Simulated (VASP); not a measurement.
Set up this calculation in VASP 6.6.1, as the native input.

| Quantity | Value |
| --- | --- |
| Task | single point |
| Functional | HSE06 |
| Potentials or basis | VASP PAW PBE potentials, release 64 (Cd, O) |
| Cutoff | 520 eV |
| k mesh | 4 × 4 × 4 |
| Occupations | fermi-dirac, width 0.05 eV |
| Spin | no spin polarisation |
| Dipole correction | no |
| Grid for exact exchange (PRECFOCK) | Normal |
| Further INCAR settings | ALGO = Normal; EDIFF = 1e-06; NBANDS = 16 |
| Screening parameter | 0.2079 1/Å |

The system is CdO (rock salt type).

```xyz
2
Lattice="0.0000 2.4215 2.4215 2.4215 0.0000 2.4215 2.4215 2.4215 0.0000" Properties=species:S:1:pos:R:3 pbc="T T T"
Cd    0.0000    0.0000    0.0000
O     2.4215    2.4215    2.4215
```

The input as run:

POSCAR

```
CdO
1.0
    0.0000000000      2.4214509751      2.4214509751
    2.4214509751      0.0000000000      2.4214509751
    2.4214509751      2.4214509751      0.0000000000
Cd O
1 1
Direct
    0.0000000000      0.0000000000      0.0000000000
    0.5000000000      0.5000000000      0.5000000000
```

INCAR.step1

```
ALGO = Normal
EDIFF = 1E-5
ENCUT = 520
GGA = PE
GGA_COMPAT = F
ISIF = 2
ISMEAR = -1
LASPH = T
LCHARG = F
LREAL = F
LWAVE = T
NBANDS = 16
NELM = 120
PREC = Accurate
SIGMA = 0.05
```

INCAR.step2

```
ALGO = Normal
EDIFF = 1E-6
ENCUT = 520
GGA = PE
GGA_COMPAT = F
HFSCREEN = 0.2079
ISIF = 2
ISMEAR = -1
ISTART = 1
LASPH = T
LCHARG = F
LHFCALC = T
LREAL = F
LWAVE = F
NBANDS = 16
NELM = 120
PREC = Accurate
PRECFOCK = Normal
SIGMA = 0.05
```

KPOINTS

```
k-points
0
Gamma
  4 4 4
```

Potentials or basis: VASP PAW PBE potentials, release 64 (Cd, O).

Launch:

```sh
$ cat potpaw_PBE.64/Cd/POTCAR potpaw_PBE.64/O/POTCAR > POTCAR
$ cp INCAR.step1 INCAR
$ mpirun -np 1 vasp_std > vasp.out
$ cp INCAR.step2 INCAR
$ mpirun -np 1 vasp_std > vasp.out
```

Results of the run:

- Pressure: -9.2 GPa
- Band gap on the k mesh: 0.67 eV, indirect (least direct gap 1.70 eV)

Caveat: the k points lie up to 0.56 Å⁻¹ apart; the PAW data sets were made with another functional, which shifts forces and pressure a little.

Run time: 4.9 min on 1 thread of Intel(R) Xeon(R) Platinum 8375C CPU @ 2.90GHz (Ice Lake), on a shared host, peak memory 0.26 GiB.
